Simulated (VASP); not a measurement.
# SnAs (Fm-3m) in VASP: notebook

SnAs is run at these levels: LDA; tasks: single point, relaxation of cell and atoms.

Program: VASP 6.6.1. These are calculated values, not measurements. Logs are shortened: lines on timing, memory, paths and dates and some standing lists are left out, and cuts for length are marked.

### 1 The cell of the first run

The structure is cubic, space group Fm-3m (No. 225). Conventional cell: a = 5.669 Å, b = 5.669 Å, c = 5.669 Å, α = 90.00°, β = 90.00°, γ = 90.00°. Within 3.7 Å of Sn (site symmetry m-3m) lie 6 As at 2.83 Å. Within 3.7 Å of As (site symmetry m-3m) lie 6 Sn at 2.83 Å.

### 2 Single point, LDA

The input, INCAR:

```
PREC = Accurate ; ENCUT = 520
EDIFF = 1E-6 ; ISMEAR = -1
SIGMA = 0.08 ; LREAL = F
LASPH = T ; NELM = 60
ALGO = Normal ; ISIF = 2
LWAVE = F ; LCHARG = T
LELF = T ; LVHAR = T
NBANDS = 16
```

The input, KPOINTS:

```
Automatic mesh
0
Gamma
  12 12 12
```

The input, POSCAR:

```
SnAs
1.0
    0.0000000000      2.8347422732      2.8347422732
    2.8347422732      0.0000000000      2.8347422732
    2.8347422732      2.8347422732      0.0000000000
Sn As
1 1
Direct
    0.0000000000      0.0000000000      0.0000000000
    0.5000000000      0.5000000000      0.5000000000
```

Potentials or basis: VASP PAW LDA potentials, release 64 (Sn_d, As).

Launch:

```sh
> cat potpaw_LDA.64/Sn_d/POTCAR potpaw_LDA.64/As/POTCAR > POTCAR
> mpirun -np 1 vasp_std > vasp.out
```

OUTCAR:

```text
PREC = Accurate
   ENCUT = 520
   EDIFF = 1E-6
   ISMEAR = -1
   LREAL = F
   LASPH = T
   NELM = 60
   ISIF = 2

 ion  position               nearest neighbor table
   1  0.000  0.000  0.000-   2 2.83   2 2.83   2 2.83   2 2.83   2 2.83   2 2.83
   2  0.500  0.500  0.500-   1 2.83   1 2.83   1 2.83   1 2.83   1 2.83   1 2.83

  LATTYP: Found a face centered cubic cell.
 ALAT       =     5.6694845464

  Lattice vectors:

 A1 = (   0.0000000000,   2.8347422732,   2.8347422732)
 A2 = (   2.8347422732,   0.0000000000,   2.8347422732)
 A3 = (   2.8347422732,   2.8347422732,   0.0000000000)

Analysis of symmetry for initial positions (statically):
=====================================================================
 Subroutine PRICEL returns:
 Original cell was already a primitive cell.

 Routine SETGRP: Setting up the symmetry group for a
 face centered cubic supercell.

 Subroutine GETGRP returns: Found 48 space group operations
 (whereof 48 operations were pure point group operations)
 out of a pool of 48 trial point group operations.

The static configuration has the point symmetry O_h .

Analysis of symmetry for dynamics (positions and initial velocities):
=====================================================================
 Subroutine PRICEL returns:
 Original cell was already a primitive cell.

 Routine SETGRP: Setting up the symmetry group for a
 face centered cubic supercell.

 Subroutine GETGRP returns: Found 48 space group operations
 (whereof 48 operations were pure point group operations)
 out of a pool of 48 trial point group operations.

The dynamic configuration has the point symmetry O_h .

 Subroutine INISYM returns: Found 48 space group operations
 (whereof 48 operations are pure point group operations),
 and found     1 'primitive' translations

----------------------------------------------------------------------------------------

                                     Primitive cell

  volume of cell :      45.5586

  direct lattice vectors                    reciprocal lattice vectors
     0.000000000  2.834742273  2.834742273    -0.176382878  0.176382878  0.176382878
     2.834742273  0.000000000  2.834742273     0.176382878 -0.176382878  0.176382878
     2.834742273  2.834742273  0.000000000     0.176382878  0.176382878 -0.176382878

  length of vectors
     4.008930969  4.008930969  4.008930969     0.305504106  0.305504106  0.305504106

  position of ions in fractional coordinates (direct lattice)
     0.000000000  0.000000000  0.000000000
     0.500000000  0.500000000  0.500000000
[... 72 lines left out ...]
   LNONCOLLINEAR =      F non collinear calculations
   LSORBIT =      F    spin-orbit coupling
   LASPH  =      T    aspherical Exc in radial PAW
   ENCUT  =  520.0 eV  38.22 Ry    6.18 a.u.   7.45  7.45  7.45*2*pi/ulx,y,z
   NELM   =     60;   NELMIN=  2; NELMDL= -5     # of ELM steps
   EDIFF  = 0.1E-05   stopping-criterion for ELM
   LREAL  =      F    real-space projection
   EDIFFG = 0.1E-04   stopping-criterion for IOM
   NSW    =      0    number of steps for IOM
   IBRION =     -1    ionic relax: 0-MD 1-quasi-New 2-CG
   NFREE  =      0    steps in history (QN), initial steepest desc. (CG)
   ISIF   =      2    stress and relaxation
   ISYM   =      2    0-nonsym 1-usesym 2-fastsym
   POTIM  = 0.5000    time-step for ionic-motion
   TEBEG  =    0.0;   TEEND  =   0.0 temperature during run
   PSTRESS=    0.0 pullay stress
   NELECT =      19.0000    total number of electrons
   NUPDOWN=      -1.0000    fix difference up-down
   EMIN   =  10.00;   EMAX   =-10.00  energy-range for DOS
   EFERMI =   0.00;   METHOD = LEGACY
   ISMEAR =    -1;   SIGMA  =   0.08  broadening in eV -4-tet -1-fermi 0-gaus
   EFERMI_NEDOS =   21; number of points for ismear=-14 and -15
   IALGO  =     38    algorithm
   IMIX   =      4    mixing-type and parameters
     AMIX     =   0.40;   BMIX     =  1.00
     AMIX_MAG =   1.60;   BMIX_MAG =  1.00
  volume/ion in A,a.u.               =      22.78       153.72
  Fermi-wavevector in a.u.,A,eV,Ry     =   1.223120  2.311362 20.354627  1.496023
  Thomas-Fermi vector in A             =   2.358242
   LORBIT       =      0    0 simple, 1 ext, 2 COOP (PROOUT), +10 PAW based schemes
   GGA     = CA    functional components
   LHFCALC =     F    Hartree Fock is set to
   AEXX    =    0.0000 exact exchange contribution
   IVDW    =     0    specifies the selected vdW correction
   LEPSILON=     F    determine dielectric tensor
   LRPA    =     F    only Hartree local field effects (RPA)
 non-spin polarized calculation
  energy-cutoff  :      520.00
  volume of cell :       45.56
 maximum number of plane-waves:      1245
 NGX is ok and might be reduce to    30
   NGX = 15   NGY = 15   NGZ = 15

 number of electron      19.0000000 magnetization

 Free energy of the ion-electron system (eV)
  ---------------------------------------------------
  ext. energy  EPLUGINS =         0.00000000
  ---------------------------------------------------
  free energy    TOTEN  =       -10.07543349 eV

  energy without entropy =      -10.06574950  energy(sigma->0) =      -10.07059149

 E-fermi :   7.2864     XC(G=0): -10.6665

 val. band max:        7.2572785485   @ k =  -0.4167   0.2500   0.0833
 cond. band min:       7.3868740550   @ k =   0.2500   0.1667   0.0000
 fundamental gap:      0.1295955065
 Fermi energy:         7.2864118391

 k-point     1 :       0.0000    0.0000    0.0000
  band No.  band energies     occupation
      1     -14.2336      2.00000
      2     -14.2336      2.00000
      3     -14.2188      2.00000
      4     -14.2188      2.00000
      5     -14.2188      2.00000
      6      -6.1594      2.00000
[... 433 lines left out ...]
      3     -14.2115      2.00000
      4     -14.1980      2.00000
      5     -14.1932      2.00000
      6      -3.7976      2.00000
[... 8 lines left out ...]
     15      16.7805      0.00000
     16      17.0900      0.00000

 [... further k-points ...]
[... 5 lines left out ...]
  --------------------------------------------------------------------------------------
  -------------------------------------------------------------------------------------
  Total        0.0462397      0.0462397      0.0462397     -0.0000000      0.0000000      0.0000000
  in kB        1.6261270      1.6261270      1.6261270     -0.0000000      0.0000000      0.0000000
  external PRESSURE =       1.6261270 kB  Pullay stress =       0.0000000 kB

 VOLUME and BASIS-vectors are now :
 -----------------------------------------------------------------------------
  energy-cutoff  :      520.00
  volume of cell :       45.56
      direct lattice vectors                 reciprocal lattice vectors
     0.000000000  2.834742273  2.834742273    -0.176382878  0.176382878  0.176382878
     2.834742273  0.000000000  2.834742273     0.176382878 -0.176382878  0.176382878
     2.834742273  2.834742273  0.000000000     0.176382878  0.176382878 -0.176382878

 POSITION                                       TOTAL-FORCE (eV/Angst)
 -----------------------------------------------------------------------------------
      0.00000      0.00000      0.00000        -0.000000     -0.000000      0.000000
      2.83474      2.83474      2.83474         0.000000      0.000000     -0.000000
 -----------------------------------------------------------------------------------
    total drift:                               -0.000000      0.000000      0.000000

  FREE ENERGIE OF THE ION-ELECTRON SYSTEM (eV)
  ---------------------------------------------------
  free  energy   TOTEN  =       -10.0754334905 eV

  energy  without entropy=      -10.0657494961  energy(sigma->0) =      -10.07059149
```

OSZICAR:

```text
N       E                     dE             d eps       ncg     rms          rms(c)
DAV:   1     0.114534252219E+03    0.11453E+03   -0.91875E+03  2376   0.149E+03
DAV:   2    -0.929478519688E+00   -0.11546E+03   -0.11185E+03  2472   0.365E+02
DAV:   3    -0.999000823415E+01   -0.90605E+01   -0.90088E+01  2984   0.840E+01
DAV:   4    -0.101944957487E+02   -0.20449E+00   -0.20446E+00  2640   0.135E+01
DAV:   5    -0.102016402098E+02   -0.71445E-02   -0.71444E-02  3352   0.239E+00    0.296E+00
DAV:   6    -0.100894368915E+02    0.11220E+00   -0.19572E-01  3456   0.425E+00    0.175E+00
DAV:   7    -0.100772531991E+02    0.12184E-01   -0.45463E-02  3144   0.145E+00    0.576E-01
DAV:   8    -0.100754807461E+02    0.17725E-02   -0.40297E-03  2952   0.683E-01    0.660E-02
DAV:   9    -0.100754345276E+02    0.46219E-04   -0.33404E-04  3152   0.204E-01    0.623E-02
DAV:  10    -0.100754347856E+02   -0.25804E-06   -0.25526E-05  2808   0.353E-02    0.321E-02
DAV:  11    -0.100754334489E+02    0.13367E-05   -0.71948E-06  3312   0.239E-02    0.638E-03
DAV:  12    -0.100754334905E+02   -0.41559E-07   -0.95029E-07  1600   0.117E-02
   1 F= -.10075433E+02 E0= -.10070591E+02  d E =-.968399E-02
```

Wall time 26 s (1 thread of Intel Xeon Platinum 8488C (Sapphire Rapids), shared host); peak memory 0.18 GiB.

Results:

```yaml
Free_energy: -10.0754 eV
Pressure: 0.2 GPa
```

Caveat: spin-orbit coupling is left out, which moves the levels of the heavy elements.

### 3 Single point, LDA

The input, INCAR:

```
SYSTEM = SnAs
ALGO = Normal
EDIFF = 1E-6
ENCUT = 520
ISIF = 2
ISMEAR = -1
LASPH = .TRUE.
LCHARG = .FALSE.
LREAL = .FALSE.
LWAVE = .FALSE.
NBANDS = 16
NELM = 80
PREC = Accurate
SIGMA = 0.08
```

The input, KPOINTS:

```
k-points
0
G
  12 12 12
  0 0 0
```

POSCAR is that of step 2.

Potentials or basis: VASP PAW LDA potentials, release 64 (Sn_d, As).

Launch:

```sh
> cat potpaw_LDA.64/Sn_d/POTCAR potpaw_LDA.64/As/POTCAR > POTCAR
> mpirun -np 1 vasp_std > vasp.out
```

Wall time 27 s (1 thread of Intel Xeon Platinum 8488C (Sapphire Rapids), shared host); peak memory 0.18 GiB.

Results (log left out):

```yaml
Free_energy: -10.0754 eV
Pressure: 0.2 GPa
```

Levels at points of the mesh, in eV from the Fermi level:
| k point | band 6 | band 7 | band 8 | band 9 | band 10 | band 11 | band 12 | band 13 | band 14 | band 15 |
| --- | --- | --- | --- | --- | --- | --- | --- | --- | --- | --- |
| (0.00, 0.00, 0.00) | -13.45 | -2.62 | -1.16 | -1.16 | -1.16 | 5.50 | 5.50 | 5.50 | 6.05 | 6.05 |
| (0.50, 0.00, 0.00) | -11.27 | -8.71 | -0.65 | -0.65 | 0.83 | 1.30 | 1.30 | 2.45 | 9.93 | 11.05 |
| (0.50, 0.50, 0.00) | -10.68 | -6.03 | -5.64 | -3.44 | -3.44 | 2.67 | 7.62 | 7.62 | 9.19 | 11.86 |

Caveat: spin-orbit coupling is left out, which moves the levels of the heavy elements.

### 4 Relaxation of cell and atoms, LDA

This run uses another cell than the first one, of 22.92 Å³/atom, 1.006 times its volume.

The input, INCAR:

```
ALGO = Normal ; EDIFF = 1E-7
EDIFFG = -0.002 ; ENCUT = 600
GGA = CA ; IBRION = 2
ISIF = 3 ; ISMEAR = -1
LASPH = T ; LCHARG = F
LREAL = F ; LWAVE = F
NELM = 60 ; NSW = 100
PREC = Accurate ; SIGMA = 0.08
```

The input, KPOINTS:

```
k-points
0
Gamma
  12 12 12
```

The input, POSCAR:

```
SnAs
1.0
    0.0000000000      2.8405000000      2.8405000000
    2.8405000000      0.0000000000      2.8405000000
    2.8405000000      2.8405000000      0.0000000000
Sn As
1 1
Direct
    0.0000000000      0.0000000000      0.0000000000
    0.5000000000      0.5000000000      0.5000000000
```

Potentials or basis: VASP PAW LDA potentials, release 64 (Sn_d, As).

Launch:

```sh
> cat potpaw_LDA.64/Sn_d/POTCAR potpaw_LDA.64/As/POTCAR > POTCAR
> mpirun -np 1 vasp_std > vasp.out
```

OUTCAR:

```text
EDIFF = 1E-7
   EDIFFG = -0.002
   ENCUT = 600
   GGA = CA
   IBRION = 2
   ISIF = 3
   ISMEAR = -1
   LASPH = T
   LREAL = F
   NELM = 60
   NSW = 100
   PREC = Accurate

 ion  position               nearest neighbor table
   1  0.000  0.000  0.000-   2 2.84   2 2.84   2 2.84   2 2.84   2 2.84   2 2.84
   2  0.500  0.500  0.500-   1 2.84   1 2.84   1 2.84   1 2.84   1 2.84   1 2.84

  LATTYP: Found a face centered cubic cell.
 ALAT       =     5.6810000000

  Lattice vectors:

 A1 = (   0.0000000000,   2.8405000000,   2.8405000000)
 A2 = (   2.8405000000,   0.0000000000,   2.8405000000)
 A3 = (   2.8405000000,   2.8405000000,   0.0000000000)

Analysis of symmetry for initial positions (statically):
=====================================================================
 Subroutine PRICEL returns:
 Original cell was already a primitive cell.

 Routine SETGRP: Setting up the symmetry group for a
 face centered cubic supercell.

 Subroutine GETGRP returns: Found 48 space group operations
 (whereof 48 operations were pure point group operations)
 out of a pool of 48 trial point group operations.

The static configuration has the point symmetry O_h .

Analysis of symmetry for dynamics (positions and initial velocities):
=====================================================================
 Subroutine PRICEL returns:
 Original cell was already a primitive cell.

 Routine SETGRP: Setting up the symmetry group for a
 face centered cubic supercell.

 Subroutine GETGRP returns: Found 48 space group operations
 (whereof 48 operations were pure point group operations)
 out of a pool of 48 trial point group operations.

The dynamic configuration has the point symmetry O_h .

 Subroutine INISYM returns: Found 48 space group operations
 (whereof 48 operations are pure point group operations),
 and found     1 'primitive' translations

----------------------------------------------------------------------------------------

[... 128 lines left out ...]
   NGX = 17   NGY = 17   NGZ = 17

--------------------------------------- Ionic step        1  -------------------------------------------

 number of electron      19.0000005 magnetization

 Free energy of the ion-electron system (eV)
  ---------------------------------------------------
  ext. energy  EPLUGINS =         0.00000000
  ---------------------------------------------------
  free energy    TOTEN  =       -10.07548427 eV

  energy without entropy =      -10.06568016  energy(sigma->0) =      -10.07058221

------------------------ aborting loop because EDIFF is reached ----------------------------------------

  FORCE on cell =-STRESS in cart. coord.  units (eV):
  Direction    XX          YY          ZZ          XY          YZ          ZX
  --------------------------------------------------------------------------------------
  -------------------------------------------------------------------------------------
  Total       -0.0792205     -0.0792205     -0.0792205      0.0000000      0.0000000      0.0000000
  in kB       -2.7690694     -2.7690694     -2.7690694      0.0000000      0.0000000      0.0000000
  external PRESSURE =      -2.7690694 kB  Pullay stress =       0.0000000 kB
[... 59 lines left out ...]
--------------------------------------- Ionic step        3  -------------------------------------------

 number of electron      19.0000004 magnetization

 Free energy of the ion-electron system (eV)
  ---------------------------------------------------
  ext. energy  EPLUGINS =         0.00000000
  ---------------------------------------------------
  free energy    TOTEN  =       -10.07560897 eV

  energy without entropy =      -10.06586957  energy(sigma->0) =      -10.07073927

 E-fermi :   7.2489     XC(G=0): -10.6537

 val. band max:        7.2204597242   @ k =  -0.4167   0.2500   0.0833
 cond. band min:       7.3507316678   @ k =   0.2500   0.1667   0.0000
 fundamental gap:      0.1302719437
 Fermi energy:         7.2488577820

 k-point     1 :       0.0000    0.0000    0.0000
  band No.  band energies     occupation
      1     -14.2667      2.00000
      2     -14.2667      2.00000
      3     -14.2521      2.00000
      4     -14.2521      2.00000
      5     -14.2521      2.00000
      6      -6.1717      2.00000
      7       4.6157      2.00000
      8       6.0955      2.00000
      9       6.0955      2.00000
     10       6.0955      2.00000
     11      12.7391      0.00000
     12      12.7391      0.00000
     13      12.7391      0.00000
[... 354 lines left out ...]
  band No.  band energies     occupation
      1     -14.2892      2.00000
      2     -14.2774      2.00000
      3     -14.2449      2.00000
      4     -14.2316      2.00000
      5     -14.2269      2.00000
      6      -3.8203      2.00000
      7      -1.0903      2.00000
      8       4.1175      2.00000
      9       5.7905      2.00000
     10       7.0225      1.88854
     11       9.7548      0.00000
     12      10.1162      0.00000
     13      12.5837      0.00000

 [... further k-points ...]
[... 5 lines left out ...]
  --------------------------------------------------------------------------------------
  -------------------------------------------------------------------------------------
  Total       -0.0006638     -0.0006638     -0.0006638      0.0000000     -0.0000000     -0.0000000
  in kB       -0.0232797     -0.0232797     -0.0232797      0.0000000     -0.0000000     -0.0000000
  external PRESSURE =      -0.0232797 kB  Pullay stress =       0.0000000 kB
[... 17 lines left out ...]
  FREE ENERGIE OF THE ION-ELECTRON SYSTEM (eV)
  ---------------------------------------------------
  free  energy   TOTEN  =       -10.0756089718 eV

  energy  without entropy=      -10.0658695697  energy(sigma->0) =      -10.07073927

 reached required accuracy - stopping structural energy minimisation
```

OSZICAR:

```text
N       E                     dE             d eps       ncg     rms          rms(c)
DAV:   1     0.121025708984E+03    0.12103E+03   -0.10153E+04  1887   0.199E+03
DAV:   2     0.582118634056E-01   -0.12097E+03   -0.11845E+03  1972   0.417E+02
DAV:   3    -0.994558908646E+01   -0.10004E+02   -0.98393E+01  2387   0.104E+02
DAV:   4    -0.101933502127E+02   -0.24776E+00   -0.24741E+00  2110   0.174E+01
[... 21 lines left out ...]
DAV:   2    -0.100758022739E+02    0.76137E-03   -0.13302E-03  2312   0.764E-01    0.751E-02
DAV:   3    -0.100756160744E+02    0.18620E-03   -0.55825E-04  2332   0.450E-01    0.110E-02
DAV:   4    -0.100756111624E+02    0.49119E-05   -0.20316E-05  2032   0.589E-02    0.522E-03
DAV:   5    -0.100756090585E+02    0.21039E-05   -0.15099E-06  2833   0.137E-02    0.142E-03
DAV:   6    -0.100756089718E+02    0.86637E-07   -0.26400E-07  1752   0.101E-02
   3 F= -.10075609E+02 E0= -.10070739E+02  d E =-.124703E-03
```

CONTCAR:

```text
SnAs
   1.00000000000000
     0.0000000000000000    2.8373971974267223    2.8373971974267223
     2.8373971974267223    0.0000000000000000    2.8373971974267223
     2.8373971974267223    2.8373971974267223   -0.0000000000000000
  Sn              As
     1     1
Direct
     0.0000000000000000    0.0000000000000000    0.0000000000000000
     0.5000000000000000    0.5000000000000000    0.5000000000000000

  0.00000000E+00  0.00000000E+00  0.00000000E+00
  0.00000000E+00  0.00000000E+00  0.00000000E+00
```

Run time: 37 s. Hardware: 1 thread of Intel Xeon Platinum 8488C (Sapphire Rapids), shared host; peak memory 0.2 GiB.

Results:

* Free energy: -10.0756 eV
* Relaxed volume: 22.84 Å³/atom
* Relaxed cell: a = 4.013 Å, b = 4.013 Å, c = 4.013 Å, α = 60.00°, β = 60.00°, γ = 60.00°
* Space group after relaxing (to 0.05 Å): Fm-3m (No. 225)
* Energy gained by relaxing: 0.1 meV/atom
* Ionic steps: 3
* Pressure after relaxing: 0.0 GPa

Step by step:
| step | energy change (eV) | largest force (eV/Å) | pressure (GPa) | volume (Å³) |
| --- | --- | --- | --- | --- |
| 1 | 0.0000 | 0.0000 | -0.28 | 45.84 |
| 2 | -0.0001 | 0.0000 | 0.18 | 45.57 |
| 3 | -0.0001 | 0.0000 | 0.00 | 45.69 |

Final structure:
```
CELL_PARAMETERS angstrom
0.00000 2.83740 2.83740
2.83740 0.00000 2.83740
2.83740 2.83740 0.00000
ATOMIC_POSITIONS crystal
Sn 0.00000 0.00000 0.00000
As 0.50000 0.50000 0.50000
```

Caveat: spin-orbit coupling is left out, which moves the levels of the heavy elements.
